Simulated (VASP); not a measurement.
Crystal: Ag.

```xyz
1
Lattice="0.0000 2.2073 2.2073 2.2073 0.0000 2.2073 2.2073 2.2073 0.0000" Properties=species:S:1:pos:R:3 pbc="T T T"
Ag    0.0000    0.0000    0.0000
```

Base run:

```yaml
Program: VASP 6.6.1
Functional: r2SCAN
Potentials_or_basis: VASP PAW PBE potentials, release 64 (Ag)
Cutoff: 550 eV
k_mesh: 7 × 7 × 7
Occupations: methfessel-paxton, width 0.0127 eV
Spin: no spin polarisation
```

Its results: pressure -12.4 GPa.

**Question.** The run is repeated on the same cell with these changes: functional from r2SCAN to PBE; cutoff from 550 eV to 500 eV. What comes out?

**Answer.** Pressure -10.3 GPa.

Caveats: the PAW data sets were made with another functional, which shifts forces and pressure a little (some runs).
